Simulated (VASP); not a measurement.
Here is a VASP 6.6.1 calculation.

Contents of INCAR:

```
SYSTEM = Sn2As3
PREC = Accurate
ENCUT = 600
EDIFF = 1E-6
ISMEAR = 0
SIGMA = 0.1
LREAL = .False.
LASPH = .True.
NELM = 80
ALGO = Normal
ISIF = 3
LWAVE = .False.
LCHARG = .False.
GGA = PE
IBRION = 2
NSW = 90
EDIFFG = -0.04
```

File KPOINTS:

```
Automatic mesh
0
Gamma
  6 6 2
  0 0 0
```

POSCAR

```
Sn2As3
1.0
    4.4371834700      0.0000000000      0.0000000000
   -2.2185917400      3.8427136100      0.0000000000
    0.0000000000      0.0000000000      9.2272983700
Sn As
2 3
Direct
    0.3333333300      0.6666666700      0.0000000000
    0.6666666700      0.3333333300      0.0000000000
    0.5000000000      0.0000000000      0.5000000000
    0.0000000000      0.5000000000      0.5000000000
    0.5000000000      0.5000000000      0.5000000000
```

Potentials or basis: VASP PAW PBE potentials, release 64 (Sn_d, As).

The run is started by

```sh
$ cat potpaw_PBE.64/Sn_d/POTCAR potpaw_PBE.64/As/POTCAR > POTCAR
$ mpirun -np 1 vasp_std > vasp.out
```

Task: Estimate the relaxed volume.

Result: 28.71 Å³/atom.

Task: What does it give for the relaxed cell?

Result: a = 5.801 Å, b = 5.801 Å, c = 4.926 Å, α = 90.00°, β = 90.00°, γ = 120.00°.

Final structure:
```xyz
5
Lattice="5.8011 0.0000 0.0000 -2.9006 5.0239 0.0000 0.0000 0.0000 4.9260" Properties=species:S:1:pos:R:3 pbc="T T T"
Sn    0.0000    3.3493    0.0000
Sn    2.9006    1.6746    0.0000
As    2.9006    0.0000    2.4630
As   -1.4503    2.5120    2.4630
As    1.4503    2.5120    2.4630
```
